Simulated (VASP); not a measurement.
# Ti in VASP: further runs

Runs on Ti. Level: PBE. Tasks: single point.

Everything below comes from runs of VASP 6.6.1. Logs are shortened: lines on timing, memory, paths and dates and some standing lists are left out, and cuts for length are marked.

### Step 1. The cell of the first run

The cell holds a wire or tube with vacuum around it, 9 atoms: a = 13.600 Å, b = 12.600 Å, c = 2.935 Å, α = 90.00°, β = 90.00°, γ = 90.00°.

### Step 2. Single point, PBE

File INCAR:

```
PREC = Accurate
ENCUT = 520
EDIFF = 1E-7
ISMEAR = 0
SIGMA = 0.05
LREAL = False
LASPH = True
NELM = 100
ALGO = Normal
ISIF = 2
LWAVE = False
LCHARG = False
GGA = PE
NBANDS = 64
```

File KPOINTS:

```
Automatic mesh
0
Gamma
  1 1 12
```

File POSCAR:

```
Ti
1.0
   13.6000000000      0.0000000000      0.0000000000
    0.0000000000     12.6000000000      0.0000000000
    0.0000000000      0.0000000000      2.9346518190
Ti
9
Direct
    0.5000000000      0.5000000000      0.0000000000
    0.3221944979      0.5000000000      0.5000000000
    0.6778055021      0.5000000000      0.5000000000
    0.3390574152      0.6735309898      0.0000000000
    0.3390574152      0.3264690102      0.0000000000
    0.6609425848      0.6735309898      0.0000000000
    0.6609425848      0.3264690102      0.0000000000
    0.5000000000      0.6924616341      0.5000000000
    0.5000000000      0.3075383659      0.5000000000
```

Potentials or basis: VASP PAW PBE potentials, release 64 (Ti_sv).

Launch:

```sh
$ cat potpaw_PBE.64/Ti_sv/POTCAR > POTCAR
$ mpirun -np 1 vasp_std > vasp.out
```

OUTCAR:

```text
PREC = Accurate
   ENCUT = 520
   EDIFF = 1E-7
   ISMEAR = 0
   LREAL = False
   LASPH = True
   NELM = 100
   ISIF = 2
   GGA = PE

 ion  position               nearest neighbor table
   1  0.500  0.500  0.000-   2 2.83   3 2.83   2 2.83   3 2.83   8 2.83   9 2.83   8 2.83   9 2.83

   2  0.322  0.500  0.500-   4 2.64   5 2.64   4 2.64   5 2.64   1 2.83   1 2.83
   3  0.678  0.500  0.500-   6 2.64   7 2.64   6 2.64   7 2.64   1 2.83   1 2.83
   4  0.339  0.674  0.000-   2 2.64   2 2.64   8 2.65   8 2.65
   5  0.339  0.326  0.000-   2 2.64   2 2.64   9 2.65   9 2.65
   6  0.661  0.674  0.000-   3 2.64   3 2.64   8 2.65   8 2.65
   7  0.661  0.326  0.000-   3 2.64   3 2.64   9 2.65   9 2.65
   8  0.500  0.692  0.500-   4 2.65   6 2.65   4 2.65   6 2.65   1 2.83   1 2.83
   9  0.500  0.308  0.500-   5 2.65   7 2.65   5 2.65   7 2.65   1 2.83   1 2.83

  LATTYP: Found a simple orthorhombic cell.
 ALAT       =     2.9346518190
 B/A-ratio  =     4.2935246759
 C/A-ratio  =     4.6342806025

  Lattice vectors:

 A1 = (   0.0000000000,   0.0000000000,  -2.9346518190)
 A2 = (   0.0000000000,  12.6000000000,   0.0000000000)
 A3 = (  13.6000000000,   0.0000000000,   0.0000000000)

Analysis of symmetry for initial positions (statically):
=====================================================================
 Subroutine PRICEL returns:
 Original cell was already a primitive cell.

 Routine SETGRP: Setting up the symmetry group for a
 simple orthorhombic supercell.

 Subroutine GETGRP returns: Found  8 space group operations
 (whereof  8 operations were pure point group operations)
 out of a pool of  8 trial point group operations.

The static configuration has the point symmetry D_2h.

Analysis of symmetry for dynamics (positions and initial velocities):
=====================================================================
 Subroutine PRICEL returns:
 Original cell was already a primitive cell.

 Routine SETGRP: Setting up the symmetry group for a
 simple orthorhombic supercell.

 Subroutine GETGRP returns: Found  8 space group operations
 (whereof  8 operations were pure point group operations)
 out of a pool of  8 trial point group operations.

The dynamic configuration has the point symmetry D_2h.

[... 96 lines left out ...]
   EDIFFG = 0.1E-05   stopping-criterion for IOM
   NSW    =      0    number of steps for IOM
   IBRION =     -1    ionic relax: 0-MD 1-quasi-New 2-CG
   NFREE  =      0    steps in history (QN), initial steepest desc. (CG)
   ISIF   =      2    stress and relaxation
   ISYM   =      2    0-nonsym 1-usesym 2-fastsym
   POTIM  = 0.5000    time-step for ionic-motion
   TEBEG  =    0.0;   TEEND  =   0.0 temperature during run
   PSTRESS=    0.0 pullay stress
   NELECT =     108.0000    total number of electrons
   NUPDOWN=      -1.0000    fix difference up-down
   EMIN   =  10.00;   EMAX   =-10.00  energy-range for DOS
   EFERMI =   0.00;   METHOD = LEGACY
   ISMEAR =     0;   SIGMA  =   0.05  broadening in eV -4-tet -1-fermi 0-gaus
   EFERMI_NEDOS =   21; number of points for ismear=-14 and -15
   IALGO  =     38    algorithm
   IMIX   =      4    mixing-type and parameters
     AMIX     =   0.40;   BMIX     =  1.00
     AMIX_MAG =   1.60;   BMIX_MAG =  1.00
  volume/ion in A,a.u.               =      55.88       377.07
  Fermi-wavevector in a.u.,A,eV,Ry     =   0.980379  1.852648 13.077148  0.961143
  Thomas-Fermi vector in A             =   2.111305
   LORBIT       =      0    0 simple, 1 ext, 2 COOP (PROOUT), +10 PAW based schemes
   GGA     = PE    functional components
   LHFCALC =     F    Hartree Fock is set to
   AEXX    =    0.0000 exact exchange contribution
   IVDW    =     0    specifies the selected vdW correction
   LEPSILON=     F    determine dielectric tensor
   LRPA    =     F    only Hartree local field effects (RPA)
 non-spin polarized calculation
 Gauss-broadening in eV      SIGMA  =   0.05
  energy-cutoff  :      520.00
  volume of cell :      502.88
 maximum number of plane-waves:     13599
 NGX is ok and might be reduce to   108
   NGX = 51   NGY = 47   NGZ = 11

 number of electron     107.9999996 magnetization

 Free energy of the ion-electron system (eV)
  ---------------------------------------------------
  ext. energy  EPLUGINS =         0.00000000
  ---------------------------------------------------
  free energy    TOTEN  =       -60.56354404 eV

  energy without entropy =      -60.52680334  energy(sigma->0) =      -60.54517369

 E-fermi :   0.2382     XC(G=0):  -5.0443

 val. band max:        0.2358823873   @ k =   0.0000   0.0000   0.2500
 cond. band min:       0.2405098887   @ k =   0.0000   0.0000   0.2500
 fundamental gap:      0.0046275014
 Fermi energy:         0.2381992814

 k-point     1 :       0.0000    0.0000    0.0000
  band No.  band energies     occupation
      1     -56.4475      2.00000
      2     -56.4218      2.00000
      3     -56.4205      2.00000
      4     -56.3944      2.00000
      5     -56.2145      2.00000
      6     -56.1724      2.00000
[... 458 lines left out ...]
     63       1.3285      0.00000
     64       2.0290      0.00000

------------------------ aborting loop because EDIFF is reached ----------------------------------------

  FORCE on cell =-STRESS in cart. coord.  units (eV):
  Direction    XX          YY          ZZ          XY          YZ          ZX
  --------------------------------------------------------------------------------------
  -------------------------------------------------------------------------------------
  Total       -0.2131522     -0.3063283     -0.3349819      0.0000000     -0.0000000      0.0000000
  in kB       -0.6791011     -0.9759592     -1.0672494      0.0000000     -0.0000000      0.0000000
  external PRESSURE =      -0.9074366 kB  Pullay stress =       0.0000000 kB

 VOLUME and BASIS-vectors are now :
 -----------------------------------------------------------------------------
  energy-cutoff  :      520.00
  volume of cell :      502.88
      direct lattice vectors                 reciprocal lattice vectors
    13.600000000  0.000000000  0.000000000     0.073529412  0.000000000  0.000000000
     0.000000000 12.600000000  0.000000000     0.000000000  0.079365079  0.000000000
     0.000000000  0.000000000  2.934651819     0.000000000  0.000000000  0.340755927

 POSITION                                       TOTAL-FORCE (eV/Angst)
 -----------------------------------------------------------------------------------
      6.80000      6.30000      0.00000         0.000000     -0.000000      0.000000
      4.38185      6.30000      1.46733         0.016501     -0.000000      0.000000
      9.21815      6.30000      1.46733        -0.016501     -0.000000      0.000000
      4.61118      8.48649      0.00000         0.010689     -0.009742      0.000000
      4.61118      4.11351      0.00000         0.010689      0.009742     -0.000000
      8.98882      8.48649      0.00000        -0.010689     -0.009742     -0.000000
      8.98882      4.11351      0.00000        -0.010689      0.009742     -0.000000
      6.80000      8.72502      1.46733         0.000000     -0.014036      0.000000
      6.80000      3.87498      1.46733         0.000000      0.014036      0.000000
 -----------------------------------------------------------------------------------
    total drift:                                0.000000      0.000000     -0.000000

  FREE ENERGIE OF THE ION-ELECTRON SYSTEM (eV)
  ---------------------------------------------------
  free  energy   TOTEN  =       -60.5635440446 eV

  energy  without entropy=      -60.5268033356  energy(sigma->0) =      -60.54517369
```

OSZICAR:

```text
N       E                     dE             d eps       ncg     rms          rms(c)
DAV:   1     0.128582451378E+04    0.12858E+04   -0.58548E+04  1128   0.164E+03
DAV:   2     0.118364750427E+03   -0.11675E+04   -0.11448E+04   928   0.525E+02
DAV:   3    -0.367899082132E+02   -0.15515E+03   -0.15038E+03  1552   0.166E+02
[... 17 lines left out ...]
DAV:  21    -0.605635082048E+02   -0.19232E-03   -0.61153E-05  1216   0.369E-02    0.124E-02
DAV:  22    -0.605635421083E+02   -0.33903E-04   -0.25658E-05  1272   0.376E-02    0.443E-03
DAV:  23    -0.605635437981E+02   -0.16898E-05   -0.39040E-06  1240   0.106E-02    0.248E-03
DAV:  24    -0.605635440777E+02   -0.27958E-06   -0.80221E-07   984   0.452E-03    0.812E-04
DAV:  25    -0.605635440446E+02    0.33097E-07   -0.11377E-07   656   0.240E-03
   1 F= -.60563544E+02 E0= -.60545174E+02  d E =-.367407E-01
```

stdout:

```text
POSCAR found type information on POSCAR Ti
 POSCAR found :  1 types and       9 ions
 scaLAPACK will be used
 LDA part: xc-table for (Slater+PW92), standard interpolation
 POSCAR, INCAR and KPOINTS ok, starting setup
 FFT: planning ... GRIDC
 FFT: planning ... GRID_SOFT
 FFT: planning ... GRID
 WAVECAR not read
 entering main loop
```

Wall time 5 min (1 thread of Intel Xeon 6975P-C (Granite Rapids), shared host); peak memory 0.57 GiB.

What came out:

| Item | Value |
| --- | --- |
| Free energy | -60.5635 eV |
| Largest force | 0.017 eV/Å |
| Band gap on the k mesh | zero (bands 54 and 55 overlap by 0.43 eV) |

Forces in eV/Å, atoms in the order of the input:
```
Ti   0.000  0.000  0.000
Ti   0.017  0.000  0.000
Ti  -0.017  0.000  0.000
Ti   0.011 -0.010  0.000
Ti   0.011  0.010  0.000
Ti  -0.011 -0.010  0.000
Ti  -0.011  0.010  0.000
Ti   0.000 -0.014  0.000
Ti   0.000  0.014  0.000
```

Levels at points of the mesh, in eV from the Fermi level:
| k point | band 51 | band 52 | band 53 | band 54 | band 55 | band 56 |
| --- | --- | --- | --- | --- | --- | --- |
| (0.00, 0.00, 0.00) | -0.02 | 0.01 | 0.07 | 0.24 | 0.37 | 0.40 |
| (0.00, 0.00, 0.50) | -0.62 | -0.29 | -0.27 | 0.15 | 0.15 | 0.18 |

(Continued in part 2 of 2.)
